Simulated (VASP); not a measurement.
A run of VASP 6.6.1:

File INCAR:

```
SYSTEM = H10CO6
ALGO = Normal
EDIFF = 1E-6
ENCUT = 520
GGA = CA
GGA_COMPAT = .False.
ISIF = 2
ISMEAR = -1
LASPH = .True.
LCHARG = .False.
LREAL = .False.
LWAVE = .False.
NBANDS = 39
NELM = 120
PREC = Accurate
SIGMA = 0.05
```

File KPOINTS:

```
k-points
0
Gamma
  1 1 1
  0 0 0
```

POSCAR

```
H10CO6
1.0
    5.6774110000      0.0000000000      0.0000000000
    0.0000000000      5.6774110000      0.0000000000
    0.0000000000      0.0000000000      5.6774110000
O H C
6 10 1
Direct
    0.9840048571      0.3772318051      0.3934716018
    0.3969414932      0.1965684711      0.1287558713
    0.5026939216      0.4182716383      0.6932913612
    0.1094865248      0.6694600761      0.7332039199
    0.7397209749      0.7178448064      0.3242146817
    1.0570663283      0.8679132090      0.1396235009
    1.0055639798      0.4531819169      0.5501099004
    1.1373846283      0.3793454446      0.3170635348
    0.4051494599      0.2528441221     -0.0427131310
    0.2724833555      0.0754040882      0.1231899540
    0.5318621463      0.3180675135      0.5583883217
    0.3645323546      0.5224212233      0.6471787933
    0.0803359137      0.7254891358      0.8998291651
    0.0539506476      0.7926852574      0.6264298991
    0.8334256583      0.5518360393      0.3315948062
    0.7450226873      1.0474668824      0.1885014138
    0.8524660272      0.8807007278      0.2088980347
```

Potentials or basis: VASP PAW LDA potentials, release 64 (O, H, C).

Command:

```console
$ cat potpaw_LDA.64/O/POTCAR potpaw_LDA.64/H/POTCAR potpaw_LDA.64/C/POTCAR > POTCAR
$ mpirun -np 1 vasp_gam > vasp.out
```

Hardware: 1 thread of AMD EPYC 7R43 64-Core Processor (Zen 3) (shared host).

Q: Estimate the wall time of this run.

A: It took 7.2 s on 1 thread of AMD EPYC 7R43 64-Core Processor (Zen 3), on a shared host, peak memory 0.15 GiB. Counts: scf iterations 17, k points 1.
